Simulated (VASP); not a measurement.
## NdMo: relaxation of cell and atoms with PBE

NdMo:

```xyz
2
Lattice="0.0000 2.9551 2.9551 2.9551 0.0000 2.9551 2.9551 2.9551 0.0000" Properties=species:S:1:pos:R:3 pbc="T T T"
Nd    0.0000    0.0000    0.0000
Mo    2.9551    2.9551    2.9551
```

The cell was generated, and may not be a known phase.

| Item | Value |
| --- | --- |
| Program | VASP 6.6.1 |
| Task | relaxation of cell and atoms |
| Functional | PBE |
| Potentials or basis | VASP PAW PBE potentials, release 64 (Nd_3, Mo_sv), 4f in core |
| Cutoff | 500 eV |
| k mesh | 6 × 6 × 6 |
| Occupations | gaussian, width 0.2 eV |
| Spin | no spin polarisation |
| Dipole correction | no |
| Further INCAR settings | ALGO = Normal; EDIFF = 1e-07; IBRION = 2; EDIFFG = -0.08; NSW = 36; ISIF = 3 |

| Quantity | Value |
| --- | --- |
| Pressure after relaxing | -0.3 GPa |
| Band gap on the k mesh | zero (an odd number of electrons rules out a gap without spin polarisation) |

Final structure:
```yaml
crystal:
  lattice:
    - [0.00000, 2.95513, 2.95513]
    - [2.95513, 0.00000, 2.95513]
    - [2.95513, 2.95513, 0.00000]
  atoms:
    - { symbol: Nd, position: [0.00000, 0.00000, 0.00000] }
    - { symbol: Mo, position: [0.50000, 0.50000, 0.50000] }
```

Levels at points of the mesh, in eV from the Fermi level:
```tsv
k point	band 9	band 10	band 11	band 12	band 13	band 14	band 15	band 16
(0.00, 0.00, 0.00)	-4.17	-1.90	-1.90	-1.70	-1.70	-1.70	5.49	5.49
(0.50, 0.00, 0.00)	-1.36	-1.15	-0.01	-0.01	0.65	0.65	1.45	1.45
(0.50, 0.50, 0.00)	-2.99	-1.75	-1.20	-0.55	0.75	0.75	1.71	5.17
```

It took 9.4 s on 1 thread of AMD EPYC 9R45 96-Core Processor (Zen 5), with other jobs on the host, peak memory 0.14 GiB.

Caveat: the relaxation stopped at its first step, so nothing moved; spin-orbit coupling is left out, which moves the levels of the heavy elements; the 4f electrons are frozen in the core, so they carry no moment and show no levels. Spin polarisation is off, so any magnetic state and its effect on volume and gap are missing.
